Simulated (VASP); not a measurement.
# Sc (P6_3/mmc) in VASP: further runs

Sc is run at these levels: LDA; tasks: single point, relaxation of cell and atoms.

All numbers are computed with VASP 6.6.1; they aren't measurements. Logs are shortened: lines on timing, memory, paths and dates and some standing lists are left out, and cuts for length are marked.

## (1) The cell of the first run

Symmetry: P6_3/mmc, No. 194, hexagonal system. The conventional cell has a = 3.291 Å, b = 3.291 Å, c = 5.333 Å, α = 90.00°, β = 90.00°, γ = 120.00°. Within 4.3 Å of Sc (site symmetry -6m2) lie 12 Sc at 3.27 to 3.29 Å.

## (2) Single point, LDA

INCAR

```
PREC = Accurate
ENCUT = 520
EDIFF = 1E-6
ISMEAR = 0
SIGMA = 0.1
LREAL = F
LASPH = T
NELM = 60
ALGO = Normal
ISIF = 2
LWAVE = F
LCHARG = T
LELF = T
LVHAR = T
NBANDS = 18
```

KPOINTS

```
regular mesh
0
Gamma
  6 6 4
```

POSCAR

```
Sc
1.0
    3.2912249500      0.0000000000      0.0000000000
   -1.6456124800      2.8502844200      0.0000000000
    0.0000000000      0.0000000000      5.3325723900
Sc
2
Direct
    0.3333333300      0.6666666700      0.2500000000
    0.6666666700      0.3333333300      0.7500000000
```

Potentials or basis: VASP PAW LDA potentials, release 64 (Sc_sv).

On the command line:

```sh
> cat potpaw_LDA.64/Sc_sv/POTCAR > POTCAR
> mpirun -np 1 vasp_std > vasp.out
```

OUTCAR:

```text
PREC = Accurate
   ENCUT = 520
   EDIFF = 1E-6
   ISMEAR = 0
   LREAL = F
   LASPH = T
   NELM = 60
   ISIF = 2

 ion  position               nearest neighbor table
   1  0.333  0.667  0.250-   2 3.27   2 3.27   2 3.27   2 3.27   2 3.27   2 3.27
   2  0.667  0.333  0.750-   1 3.27   1 3.27   1 3.27   1 3.27   1 3.27   1 3.27

  LATTYP: Found a hexagonal cell.
 ALAT       =     3.2912249500
 C/A-ratio  =     1.6202394157

  Lattice vectors:

 A1 = (   3.2912249500,   0.0000000000,   0.0000000000)
 A2 = (  -1.6456124800,   2.8502844200,   0.0000000000)
 A3 = (   0.0000000000,   0.0000000000,   5.3325723900)

Analysis of symmetry for initial positions (statically):
=====================================================================
 Subroutine PRICEL returns:
 Original cell was already a primitive cell.

 Routine SETGRP: Setting up the symmetry group for a
 hexagonal supercell.

 Subroutine GETGRP returns: Found 24 space group operations
 (whereof 12 operations were pure point group operations)
 out of a pool of 24 trial point group operations.

The static configuration has the point symmetry D_3d.
 The point group associated with its full space group is D_6h.

Analysis of symmetry for dynamics (positions and initial velocities):
=====================================================================
 Subroutine PRICEL returns:
 Original cell was already a primitive cell.

 Routine SETGRP: Setting up the symmetry group for a
 hexagonal supercell.

 Subroutine GETGRP returns: Found 24 space group operations
 (whereof 12 operations were pure point group operations)
 out of a pool of 24 trial point group operations.

The dynamic configuration has the point symmetry D_3d.
 The point group associated with its full space group is D_6h.

 Subroutine INISYM returns: Found 24 space group operations
 (whereof 12 operations are pure point group operations),
 and found     1 'primitive' translations

----------------------------------------------------------------------------------------

                                     Primitive cell

  volume of cell :      50.0245

  direct lattice vectors                    reciprocal lattice vectors
     3.291224950  0.000000000  0.000000000     0.303838241  0.175421091  0.000000000
    -1.645612480  2.850284420  0.000000000     0.000000000  0.350842180  0.000000000
     0.000000000  0.000000000  5.332572390     0.000000000  0.000000000  0.187526756

  length of vectors
     3.291224950  3.291224956  5.332572390     0.350842181  0.350842180  0.187526756

  position of ions in fractional coordinates (direct lattice)
     0.333333330  0.666666670  0.250000000
     0.666666670  0.333333330  0.750000000

  ion indices of the primitive-cell ions
   primitive index   ion index
                 1           1
                 2           2

----------------------------------------------------------------------------------------

 KPOINTS: regular mesh

Automatic generation of k-mesh.
 Grid dimensions read from file:
 generate k-points for:    6    6    4

 Generating k-lattice:

  Cartesian coordinates                     Fractional coordinates (reciprocal lattice)
     0.050639707  0.029236848  0.000000000     0.166666667  0.000000000  0.000000000
     0.000000000  0.058473697  0.000000000     0.000000000  0.166666667  0.000000000
     0.000000000  0.000000000  0.046881689     0.000000000  0.000000000  0.250000000

  Length of vectors
     0.058473697  0.058473697  0.046881689

  Shift w.r.t. Gamma in fractional coordinates (k-lattice)
     0.000000000  0.000000000  0.000000000

 Subroutine IBZKPT returns following result:
 ===========================================

 Found     21 irreducible k-points:

 Following reciprocal coordinates:
            Coordinates               Weight
  0.000000  0.000000  0.000000      1.000000
  0.166667  0.000000  0.000000      6.000000
  0.333333  0.000000  0.000000      6.000000
  0.500000  0.000000  0.000000      3.000000
  0.166667  0.166667  0.000000      6.000000
  0.333333  0.166667  0.000000     12.000000
[... 13 lines left out ...]
  0.333333  0.166667  0.500000     12.000000
  0.333333  0.333333  0.500000      2.000000
   k-points           NKPTS =     21   k-points in BZ     NKDIM =     21   number of bands    NBANDS=     18
   number of dos      NEDOS =    301   number of ions     NIONS =      2
   total plane-waves  NPLWV =  23040
   dimension x,y,z NGX =    24 NGY =   24 NGZ =   40
   dimension x,y,z NGXF=    48 NGYF=   48 NGZF=   80
   ions per type =               2
   NGX,Y,Z   is equivalent  to a cutoff of  12.12, 12.12, 12.47 a.u.
   NGXF,Y,Z  is equivalent  to a cutoff of  24.25, 24.25, 24.94 a.u.
 SYSTEM =  unknown system
   PREC   = accura    normal or accurate (medium, high low for compatibility)
   ISTART =      0    job   : 0-new  1-cont  2-samecut
   ICHARG =      2    charge: 1-file 2-atom 10-const
   ISPIN  =      1    spin polarized calculation?
   LNONCOLLINEAR =      F non collinear calculations
   LSORBIT =      F    spin-orbit coupling
   LASPH  =      T    aspherical Exc in radial PAW
   ENCUT  =  520.0 eV  38.22 Ry    6.18 a.u.   6.12  6.12  9.92*2*pi/ulx,y,z
   NELM   =     60;   NELMIN=  2; NELMDL= -5     # of ELM steps
   EDIFF  = 0.1E-05   stopping-criterion for ELM
   LREAL  =      F    real-space projection
   EDIFFG = 0.1E-04   stopping-criterion for IOM
   NSW    =      0    number of steps for IOM
   IBRION =     -1    ionic relax: 0-MD 1-quasi-New 2-CG
   NFREE  =      0    steps in history (QN), initial steepest desc. (CG)
   ISIF   =      2    stress and relaxation
   ISYM   =      2    0-nonsym 1-usesym 2-fastsym
   POTIM  = 0.5000    time-step for ionic-motion
   TEBEG  =    0.0;   TEEND  =   0.0 temperature during run
   PSTRESS=    0.0 pullay stress
   NELECT =      22.0000    total number of electrons
   NUPDOWN=      -1.0000    fix difference up-down
   EMIN   =  10.00;   EMAX   =-10.00  energy-range for DOS
   EFERMI =   0.00;   METHOD = LEGACY
   ISMEAR =     0;   SIGMA  =   0.10  broadening in eV -4-tet -1-fermi 0-gaus
   EFERMI_NEDOS =   21; number of points for ismear=-14 and -15
   IALGO  =     38    algorithm
   IMIX   =      4    mixing-type and parameters
     AMIX     =   0.40;   BMIX     =  1.00
     AMIX_MAG =   1.60;   BMIX_MAG =  1.00
  volume/ion in A,a.u.               =      25.01       168.79
  Fermi-wavevector in a.u.,A,eV,Ry     =   1.244959  2.352630 21.087965  1.549922
  Thomas-Fermi vector in A             =   2.379202
   LORBIT       =      0    0 simple, 1 ext, 2 COOP (PROOUT), +10 PAW based schemes
   GGA     = CA    functional components
   LHFCALC =     F    Hartree Fock is set to
   AEXX    =    0.0000 exact exchange contribution
   IVDW    =     0    specifies the selected vdW correction
   LEPSILON=     F    determine dielectric tensor
   LRPA    =     F    only Hartree local field effects (RPA)
 non-spin polarized calculation
 Gauss-broadening in eV      SIGMA  =   0.10
  energy-cutoff  :      520.00
  volume of cell :       50.02
 maximum number of plane-waves:      1364
   NGX = 13   NGY = 13   NGZ = 19

 number of electron      22.0000012 magnetization

 Free energy of the ion-electron system (eV)
  ---------------------------------------------------
  ext. energy  EPLUGINS =         0.00000000
  ---------------------------------------------------
  free energy    TOTEN  =       -13.36645710 eV

  energy without entropy =      -13.34710148  energy(sigma->0) =      -13.35677929

 E-fermi :   3.3977     XC(G=0): -10.0838

 val. band max:        3.3950406861   @ k =   0.1667   0.0000   0.0000
 cond. band min:       3.4031553708   @ k =   0.5000   0.0000   0.5000
 fundamental gap:      0.0081146848
 Fermi energy:         3.3977172658

 k-point     1 :       0.0000    0.0000    0.0000
  band No.  band energies     occupation
      1     -45.4785      2.00000
      2     -45.4177      2.00000
      3     -24.6148      2.00000
      4     -24.2960      2.00000
      5     -24.2960      2.00000
      6     -24.2426      2.00000
[... 10 lines left out ...]
     17       5.7402      0.00000
     18       5.7402      0.00000

 k-point     2 :       0.1667    0.0000    0.0000
  band No.  band energies     occupation
      1     -45.4654      2.00000
      2     -45.4119      2.00000
      3     -24.5810      2.00000
      4     -24.3685      2.00000
      5     -24.3187      2.00000
      6     -24.3166      2.00000
[... 10 lines left out ...]
     17       5.4401      0.00000
     18       5.6908      0.00000

 k-point     3 :       0.3333    0.0000    0.0000
  band No.  band energies     occupation
      1     -45.4372      2.00000
      2     -45.4023      2.00000
      3     -24.5152      2.00000
      4     -24.4996      2.00000
      5     -24.4573      2.00000
      6     -24.3616      2.00000
[... 10 lines left out ...]
     17       6.4285      0.00000
     18       6.6097      0.00000

 k-point     4 :       0.5000    0.0000    0.0000
  band No.  band energies     occupation
      1     -45.4201      2.00000
      2     -45.4003      2.00000
      3     -24.5889      2.00000
      4     -24.5248      2.00000
      5     -24.4401      2.00000
      6     -24.3822      2.00000
[... 312 lines left out ...]
      4     -24.5027      2.00000
      5     -24.3466      2.00000
      6     -24.3466      2.00000
[... 10 lines left out ...]
     17       6.6975      0.00000
     18       6.8819      0.00000

 k-point    20 :       0.3333    0.1667    0.5000
  band No.  band energies     occupation
      1     -45.4102      2.00000
      2     -45.4102      2.00000
      3     -24.5725      2.00000
      4     -24.5725      2.00000
      5     -24.3942      2.00000
      6     -24.3942      2.00000
[... 10 lines left out ...]
     17       7.0424      0.00000
     18       7.0426      0.00000

 k-point    21 :       0.3333    0.3333    0.5000
  band No.  band energies     occupation
      1     -45.4055      2.00000
      2     -45.4055      2.00000
      3     -24.5447      2.00000
      4     -24.5447      2.00000
      5     -24.4689      2.00000
      6     -24.4689      2.00000
[... 10 lines left out ...]
     17       6.9328      0.00000
     18       6.9328      0.00000

------------------------ aborting loop because EDIFF is reached ----------------------------------------

  FORCE on cell =-STRESS in cart. coord.  units (eV):
  Direction    XX          YY          ZZ          XY          YZ          ZX
  --------------------------------------------------------------------------------------
  -------------------------------------------------------------------------------------
  Total       -1.3159518     -1.3159518     -2.3604146      0.0000000      0.0000000      0.0000000
  in kB      -42.1471344    -42.1471345    -75.5990524      0.0000001      0.0000000      0.0000000
  external PRESSURE =     -53.2977737 kB  Pullay stress =       0.0000000 kB

 VOLUME and BASIS-vectors are now :
 -----------------------------------------------------------------------------
  energy-cutoff  :      520.00
  volume of cell :       50.02
      direct lattice vectors                 reciprocal lattice vectors
     3.291224950  0.000000000  0.000000000     0.303838241  0.175421091  0.000000000
    -1.645612480  2.850284420  0.000000000     0.000000000  0.350842180  0.000000000
     0.000000000  0.000000000  5.332572390     0.000000000  0.000000000  0.187526756

 POSITION                                       TOTAL-FORCE (eV/Angst)
 -----------------------------------------------------------------------------------
     -0.00000      1.90019      1.33314        -0.000000      0.000000      0.000000
      1.64561      0.95009      3.99943         0.000000     -0.000000      0.000000
 -----------------------------------------------------------------------------------
    total drift:                               -0.000006      0.000003     -0.000000

  FREE ENERGIE OF THE ION-ELECTRON SYSTEM (eV)
  ---------------------------------------------------
  free  energy   TOTEN  =       -13.3664570985 eV

  energy  without entropy=      -13.3471014792  energy(sigma->0) =      -13.35677929
```

It took 40 s on 1 thread of AMD EPYC 7R43 (Zen 3), shared host; peak memory 0.11 GiB.

What came out:

```
Free energy            : -13.3665 eV
Pressure               : -5.3 GPa
Band gap on the k mesh : zero (bands 11 and 12 overlap by 1.24 eV)
```

Stress tensor (GPa, compression positive):
```
-4.21  0.00  0.00
 0.00 -4.21  0.00
 0.00  0.00 -7.56
```

Levels at points of the mesh, in eV from the Fermi level:
```
           k point  band 7  band 8  band 9  band 10  band 11  band 12  band 13  band 14  band 15  band 16
(0.00, 0.00, 0.00)  -27.64  -27.62   -5.08    -1.73     0.39     1.52     1.52     1.54     1.90     1.90
(0.50, 0.00, 0.00)  -27.71  -27.69   -1.57    -1.05    -0.73    -0.23     1.12     1.39     1.63     3.70
(0.00, 0.00, 0.50)  -27.67  -27.67   -3.63    -3.63     0.78     0.78     1.48     1.48     1.48     1.48
(0.50, 0.00, 0.50)  -27.72  -27.72   -1.48    -1.48     0.01     0.01     1.24     1.24     2.35     2.35
```

Caveat: the k points lie up to 0.37 Å⁻¹ apart, too coarse for converged energies and pressures of a metal.

## (3) Single point, LDA

This run uses another cell than the first one, of 22.52 Å³/atom.

INCAR

```
SYSTEM = Sc
PREC = Accurate ; ENCUT = 520
EDIFF = 1E-6 ; ISMEAR = 0
SIGMA = 0.1 ; LREAL = .FALSE.
LASPH = .TRUE. ; NELM = 100
ALGO = Normal ; ISIF = 2
LWAVE = .FALSE. ; LCHARG = .FALSE.
GGA = CA ; NBANDS = 18
```

KPOINTS

```
Automatic mesh
0
G
  12 12 8
  0 0 0
```

POSCAR

```
Sc
1.0
    3.2295825148      0.0000000028      0.0000000000
   -1.6147912599      2.7969005000      0.0000000000
    0.0000000000      0.0000000000      4.9862302243
Sc
2
Direct
    0.3333333333      0.6666666667      0.2500000000
    0.6666666667      0.3333333333      0.7500000000
```

Potentials or basis: VASP PAW LDA potentials, release 64 (Sc_sv).

On the command line:

```sh
> cat potpaw_LDA.64/Sc_sv/POTCAR > POTCAR
> mpirun -np 1 vasp_std > vasp.out
```

OUTCAR:

```text
SYSTEM = Sc
   PREC = Accurate
   ENCUT = 520
   EDIFF = 1E-6
   ISMEAR = 0
   LREAL = .FALSE.
   LASPH = .TRUE.
   NELM = 100
   ISIF = 2
   GGA = CA

 ion  position               nearest neighbor table
   1  0.333  0.667  0.250-   2 3.11   2 3.11   2 3.11   2 3.11   2 3.11   2 3.11
   2  0.667  0.333  0.750-   1 3.11   1 3.11   1 3.11   1 3.11   1 3.11   1 3.11

  LATTYP: Found a hexagonal cell.
 ALAT       =     3.2295825148
 C/A-ratio  =     1.5439240835

  Lattice vectors:

 A1 = (   3.2295825148,   0.0000000028,   0.0000000000)
 A2 = (  -1.6147912599,   2.7969005000,   0.0000000000)
 A3 = (   0.0000000000,   0.0000000000,   4.9862302243)

Analysis of symmetry for initial positions (statically):
=====================================================================
 Subroutine PRICEL returns:
 Original cell was already a primitive cell.

 Routine SETGRP: Setting up the symmetry group for a
 hexagonal supercell.

 Subroutine GETGRP returns: Found 24 space group operations
 (whereof 12 operations were pure point group operations)
 out of a pool of 24 trial point group operations.

The static configuration has the point symmetry D_3d.
 The point group associated with its full space group is D_6h.

Analysis of symmetry for dynamics (positions and initial velocities):
=====================================================================
 Subroutine PRICEL returns:
 Original cell was already a primitive cell.

 Routine SETGRP: Setting up the symmetry group for a
 hexagonal supercell.

 Subroutine GETGRP returns: Found 24 space group operations
 (whereof 12 operations were pure point group operations)
 out of a pool of 24 trial point group operations.

The dynamic configuration has the point symmetry D_3d.
 The point group associated with its full space group is D_6h.

 Subroutine INISYM returns: Found 24 space group operations
 (whereof 12 operations are pure point group operations),
 and found     1 'primitive' translations

----------------------------------------------------------------------------------------

                                     Primitive cell
[... 112 lines left out ...]
  volume/ion in A,a.u.               =      22.52       151.97
  Fermi-wavevector in a.u.,A,eV,Ry     =   1.289290  2.436404 22.616525  1.662268
  Thomas-Fermi vector in A             =   2.421191
   LORBIT       =      0    0 simple, 1 ext, 2 COOP (PROOUT), +10 PAW based schemes
   GGA     = CA    functional components
   LHFCALC =     F    Hartree Fock is set to
   AEXX    =    0.0000 exact exchange contribution
   IVDW    =     0    specifies the selected vdW correction
   LEPSILON=     F    determine dielectric tensor
   LRPA    =     F    only Hartree local field effects (RPA)
 non-spin polarized calculation
 Gauss-broadening in eV      SIGMA  =   0.10
  energy-cutoff  :      520.00
  volume of cell :       45.04
 maximum number of plane-waves:      1239
   NGX = 13   NGY = 13   NGZ = 19

 number of electron      21.9999998 magnetization

 Free energy of the ion-electron system (eV)
  ---------------------------------------------------
  ext. energy  EPLUGINS =         0.00000000
  ---------------------------------------------------
  free energy    TOTEN  =       -13.45871034 eV

  energy without entropy =      -13.44172691  energy(sigma->0) =      -13.45021863

 E-fermi :   3.9967     XC(G=0): -10.5210

 val. band max:        3.9877106964   @ k =   0.1667   0.0833   0.1250
 cond. band min:       3.9987839075   @ k =   0.2500   0.1667   0.2500
 fundamental gap:      0.0110732112
 Fermi energy:         3.9967080149

 k-point     1 :       0.0000    0.0000    0.0000
  band No.  band energies     occupation
      1     -44.5940      2.00000
      2     -44.4800      2.00000
      3     -23.8648      2.00000
      4     -23.3849      2.00000
      5     -23.3849      2.00000
      6     -23.2896      2.00000
[... 481 lines left out ...]
      5     -23.5662      2.00000
      6     -23.4669      2.00000
[... 10 lines left out ...]
     17       7.4879      0.00000
     18       7.4936      0.00000

 [... further k-points ...]

------------------------ aborting loop because EDIFF is reached ----------------------------------------

  FORCE on cell =-STRESS in cart. coord.  units (eV):
  Direction    XX          YY          ZZ          XY          YZ          ZX
  --------------------------------------------------------------------------------------
  -------------------------------------------------------------------------------------
  Total        0.0218255      0.0218255      0.0234537     -0.0000000     -0.0000000      0.0000000
  in kB        0.7763868      0.7763868      0.8343075     -0.0000000     -0.0000000      0.0000000
  external PRESSURE =       0.7956937 kB  Pullay stress =       0.0000000 kB

 VOLUME and BASIS-vectors are now :
 -----------------------------------------------------------------------------
  energy-cutoff  :      520.00
  volume of cell :       45.04
      direct lattice vectors                 reciprocal lattice vectors
     3.229582515  0.000000003  0.000000000     0.309637544  0.178769320  0.000000000
    -1.614791260  2.796900500  0.000000000    -0.000000000  0.357538639  0.000000000
     0.000000000  0.000000000  4.986230224     0.000000000  0.000000000  0.200552312

 POSITION                                       TOTAL-FORCE (eV/Angst)
 -----------------------------------------------------------------------------------
     -0.00000      1.86460      1.24656         0.000000      0.000000      0.000000
      1.61479      0.93230      3.73967         0.000000     -0.000000      0.000000
 -----------------------------------------------------------------------------------
    total drift:                               -0.000000      0.000000     -0.000000

  FREE ENERGIE OF THE ION-ELECTRON SYSTEM (eV)
  ---------------------------------------------------
  free  energy   TOTEN  =       -13.4587103421 eV

  energy  without entropy=      -13.4417269105  energy(sigma->0) =      -13.45021863
```

Run time: 18 s. Hardware: 1 thread of Intel Xeon 6975P-C (Granite Rapids), shared host; peak memory 0.18 GiB.

Results:

- Free energy: -13.4587 eV
- Pressure: 0.1 GPa
- Band gap on the k mesh: zero (bands 11 and 12 overlap by 1.66 eV)

Levels at points of the mesh, in eV from the Fermi level:
```csv
k point,band 8,band 9,band 10,band 11,band 12,band 13,band 14,band 15
"(0.00, 0.00, 0.00)",-27.24,-5.23,-1.76,1.01,1.63,1.63,1.99,2.16
"(0.50, 0.00, 0.00)",-27.34,-1.65,-1.18,-0.80,-0.25,1.32,1.44,2.04
"(0.00, 0.00, 0.50)",-27.33,-3.55,-3.55,1.04,1.04,1.52,1.52,1.52
"(0.50, 0.00, 0.50)",-27.39,-1.60,-1.60,0.10,0.10,1.51,1.51,2.51
```

[end of part 1 of 2]
